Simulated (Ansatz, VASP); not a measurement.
**V in VASP and in Ansatz**

INCAR

```
SYSTEM = V
PREC     = Accurate       ! precision mode
ENCUT    = 500            ! plane-wave cutoff, eV
EDIFF    = 1E-6           ! SCF threshold, eV
ISMEAR   = -1             ! smearing method
SIGMA    = 0.03           ! smearing width, eV
LREAL    = .FALSE.        ! projectors in reciprocal space
LASPH    = .TRUE.         ! aspherical terms in the spheres
NELM     = 200            ! most SCF steps
ALGO     = Normal         ! electronic algorithm
ISIF     = 2              ! what is computed and relaxed
LWAVE    = .FALSE.        ! write WAVECAR
LCHARG   = .FALSE.        ! write CHGCAR
ISPIN    = 2              ! spin polarisation
MAGMOM   = 1.5            ! initial moments
LORBIT   = 11             ! projections on sites
LMAXMIX  = 4              ! l up to which the mixer works
GGA      = PS             ! functional
NBANDS   = 16             ! bands
GGA_COMPAT= .FALSE.
```

KPOINTS

```
Automatic mesh
0
G
  19 19 19
  0 0 0
```

File POSCAR:

```
V
1.0
   -1.4676100000      1.5130000000      1.5130000000
    1.5130000000     -1.4676100000      1.5130000000
    1.5130000000      1.5130000000     -1.4676100000
V
1
Direct
    0.0000000000      0.0000000000      0.0000000000
```

Input for Ansatz:

```yaml
crystal:
  lattice:
    - [-1.46761, 1.513, 1.513]
    - [1.513, -1.46761, 1.513]
    - [1.513, 1.513, -1.46761]
  atoms:
    - { symbol: V, position: [0.0, 0.0, 0.0], spin: 1.5 }
magnetization:
  spin_polarized: true
kpoints:
  mp_grid: { grid: [19, 19, 19] }
  band_path:
    path:
      - [0.0, 0.0, 0.0]
      - [0.0, 0.0, 0.5]
      - [-0.5, 0.5, 0.5]
      - [-0.7422118581, 0.2577881419, 0.2577881419]
      - [0.2577881419, 0.2577881419, 0.2577881419]
      - [0.0, 0.0, 0.0]
      - [-0.5, 0.0, 0.5]
    npoints: 5
scf:
  occupations: { method: fermi_dirac, width: 0.03 }
hamiltonian:
  xc: pbesol
  pseudopotentials: { kind: all_electron, lapw: { basis_error: 0.001 } }
output:
  forces: true
  stress: true
  eigenvalues: true
```

Change from the starting cell: equal xy, yz and zx shear strains of +3 %.

Alike in both runs: task single point; functional PBEsol; k mesh 19 × 19 × 19; occupations fermi-dirac, width 0.03 eV; collinear spin.

```csv
,VASP,Ansatz
version,VASP 6.6.1,Ansatz 0.2.0
potentials or method,"VASP PAW PBE potentials, release 64 (V_sv), cutoff 500 eV","all-electron LAPW, scalar-relativistic"
```

|  | VASP | Ansatz | Ansatz less VASP |
| --- | --- | --- | --- |
| pressure (GPa) | -11.6 | -11.7 | -0.10 |
| traceless stress, the component that is largest in VASP (GPa) | -0.82 | -0.83 | -0.007 |
| net moment per atom (μB) | 0.00 | 0.00 | -0.001 |

VASP's potentials were made for PBE, not for PBEsol. Ansatz ran all-electron here, and VASP with PAW potentials. Ansatz's warnings: seeded moment not kept.
